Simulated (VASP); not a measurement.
A run of VASP 6.6.1:

Contents of POSCAR:

```
ScPt3
1.0
    3.9798563100      0.0000000000      0.0000000000
    0.0000000000      3.9798563100      0.0000000000
    0.0000000000      0.0000000000      3.9798563100
Sc Pt
1 3
Direct
    0.0000000000      0.0000000000      0.0000000000
    0.0000000000      0.5000000000      0.5000000000
    0.5000000000      0.0000000000      0.5000000000
    0.5000000000      0.5000000000      0.0000000000
```

File INCAR.step1:

```
SYSTEM = ScPt3
PREC = Accurate ; ENCUT = 630
ISMEAR = -1 ; SIGMA = 0.1
LREAL = .False. ; LASPH = .True.
NELM = 120 ; NBANDS = 40
GGA = PE ; ALGO = Normal
EDIFF = 1E-5 ; LWAVE = .True.
LCHARG = .False. ; GGA_COMPAT = .False.
```

INCAR.step2

```
SYSTEM = ScPt3
PREC = Accurate ; ENCUT = 630
EDIFF = 1E-6 ; ISMEAR = -1
SIGMA = 0.1 ; LREAL = .False.
LASPH = .True. ; NELM = 120
ALGO = Normal ; ISIF = 2
LWAVE = .False. ; LCHARG = .False.
METAGGA = R2SCAN ; LMIXTAU = .True.
NBANDS = 40 ; ISTART = 1
GGA_COMPAT = .False.
```

File KPOINTS:

```
regular mesh
0
Gamma
  9 9 9
  0 0 0
```

Potentials or basis: VASP PAW PBE potentials, release 64 (Sc_sv, Pt_sv_GW).

Run with:

```sh
$ cat potpaw_PBE.64/Sc_sv/POTCAR potpaw_PBE.64/Pt_sv_GW/POTCAR > POTCAR
$ cp INCAR.step1 INCAR
$ mpirun -np 1 vasp_std > vasp.out
$ cp INCAR.step2 INCAR
$ mpirun -np 1 vasp_std > vasp.out
```

Hardware: 1 thread of AMD EPYC 7571, on a shared host.

**Question.** Estimate the wall time of this run.

**Answer.** Run time: 16 min on 1 thread of AMD EPYC 7571 (shared host), peak memory 0.25 GiB. Counts: k points 35.
